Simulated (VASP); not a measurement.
TiO2:

```xyz
3
Lattice="1.4873 0.8587 6.9347 -1.4873 0.8587 6.9347 0.0000 -1.7174 6.9347" Properties=species:S:1:pos:R:3 pbc="T T T"
Ti    0.0000    0.0000    0.0000
O     0.0000    0.0000    7.8958
O     0.0000    0.0000   12.9082
```

Base run:

| Item | Value |
| --- | --- |
| Program | VASP 6.6.1 |
| Functional | PBEsol |
| Potentials or basis | VASP PAW PBE potentials, release 64 (Ti_sv, O) |
| Cutoff | 520 eV |
| k mesh | 10 × 10 × 10 |
| Occupations | fermi-dirac, width 0.05 eV |
| Spin | no spin polarisation |

Its results: band gap on the k mesh 2.71 eV, indirect (least direct gap 2.88 eV); pressure -1.4 GPa; largest force 0.096 eV/Å.

The run is repeated on the same cell with these changes: functional from PBEsol to PBE. What comes out?

Band gap on the k mesh 2.73 eV, indirect (least direct gap 2.91 eV); pressure 2.4 GPa; largest force 0.259 eV/Å.

PBE binds less tightly than PBEsol, so the same cell stands under more pressure.

Caveats: the PAW data sets were made with another functional, which shifts forces and pressure a little (some runs).

A k mesh can miss the band edges.
